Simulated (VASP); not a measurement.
Wanted: the native input for a VASP 6.6.1 run.

```yaml
Task: electric field gradients
Functional: PBE
Potentials_or_basis: VASP PAW PBE potentials, release 64 (Sn_d, Te)
Cutoff: 520 eV
k_mesh: 11 × 11 × 11
Occupations: fermi-dirac, width 0.08 eV
Spin: no spin polarisation
Dipole_correction: no
Further_INCAR_settings: ALGO = Normal; EDIFF = 1e-08; NBANDS = 17
```

The structure of SnTe lies in POSCAR:

```
SnTe
1.0
    0.0000000000      3.1459430650      3.1459430650
    3.1459430650      0.0000000000      3.1459430650
    3.1459430650      3.1459430650      0.0000000000
Sn Te
1 1
Direct
    0.0000000000      0.0000000000      0.0000000000
    0.5000000000      0.5000000000      0.5000000000
```

This cell differs from its parent crystal: volume scaled by 0.99.

These files were run (other wordings do the same):

INCAR

```
PREC     = Accurate       # precision mode
ENCUT    = 520            # plane-wave cutoff, eV
EDIFF    = 1E-8           # SCF threshold, eV
ISMEAR   = -1             # smearing method
SIGMA    = 0.08           # smearing width, eV
LREAL    = F              # projectors in reciprocal space
LASPH    = T              # aspherical terms in the spheres
NELM     = 60             # most SCF steps
ALGO     = Normal         # electronic algorithm
ISIF     = 2              # what is computed and relaxed
LWAVE    = F              # write WAVECAR
LCHARG   = F              # write CHGCAR
GGA      = PE             # functional
LEFG     = T            
NBANDS   = 17             # bands
```

KPOINTS

```
Automatic mesh
0
Gamma
  11 11 11
```

Potentials or basis: VASP PAW PBE potentials, release 64 (Sn_d, Te).

Launch:

```sh
$ cat potpaw_PBE.64/Sn_d/POTCAR potpaw_PBE.64/Te/POTCAR > POTCAR
$ mpirun -np 1 vasp_std > vasp.out
```

It gave:

| Property | Result |
| --- | --- |
| Pressure | 2.5 GPa |

Caveat: without QUAD_EFG the Cq values of the log hold for a quadrupole moment of 1 mb, not for the nuclei.

Wall time 29 s on 1 thread of Intel(R) Xeon(R) 6975P-C (Granite Rapids) (shared host), peak memory 0.23 GiB.
